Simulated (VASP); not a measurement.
Here is a VASP 6.6.1 calculation.

Contents of INCAR:

```
PREC = Accurate
ENCUT = 600
EDIFF = 1E-7
ISMEAR = 1
SIGMA = 0.2306
LREAL = F
LASPH = T
NELM = 80
ALGO = Normal
ISIF = 3
LWAVE = F
LCHARG = F
GGA = PE
IBRION = 2
NSW = 60
EDIFFG = -0.01
```

The input KPOINTS:

```
Automatic mesh
0
Gamma
  5 5 5
```

POSCAR

```
Ti2Si4W
1.0
   -3.1176660000      3.1176660000      2.5472710000
    3.1176660000     -3.1176660000      2.5472710000
    3.1176660000      3.1176660000     -2.5472710000
W Si Ti
1 4 2
Direct
    0.0000000000      0.0000000000      0.0000000000
    0.3030000000      0.3030000000      0.6060000000
    0.3030000000      0.6970000000      0.0000000000
    0.6970000000      0.6970000000      0.3940000000
    0.6970000000      0.3030000000      0.0000000000
    0.7500000000      0.2500000000      0.5000000000
    0.2500000000      0.7500000000      0.5000000000
```

Potentials or basis: VASP PAW PBE potentials, release 64 (W_sv, Si, Ti_sv).

The run is started by

```sh
$ cat potpaw_PBE.64/W_sv/POTCAR potpaw_PBE.64/Si/POTCAR potpaw_PBE.64/Ti_sv/POTCAR > POTCAR
$ mpirun -np 1 vasp_std > vasp.out
```

Task: Predict the relaxed cell.

Result: a = 5.089 Å, b = 5.089 Å, c = 5.089 Å, α = 104.59°, β = 104.59°, γ = 119.74°.

Task: Predict the band gap on the k mesh.

Result: Zero (bands 27 and 28 overlap by 0.45 eV).

Task: What does it give for the space group after relaxing (to 0.1 Å)?

Result: I4/mmm (No. 139).

Step by step:
```tsv
step	energy change (eV)	largest force (eV/Å)	pressure (GPa)	volume (Å³)
1	0.0000	0.6161	-0.97	99.04
2	-0.0466	0.1905	1.34	97.81
3	-0.0473	0.1319	1.71	97.64
4	-0.0593	0.0035	-0.74	99.37
5	-0.0597	0.0223	-0.37	99.09
6	-0.0621	0.0069	0.02	98.95
```

Caveat: spin-orbit coupling is left out, which moves the levels of the heavy elements.
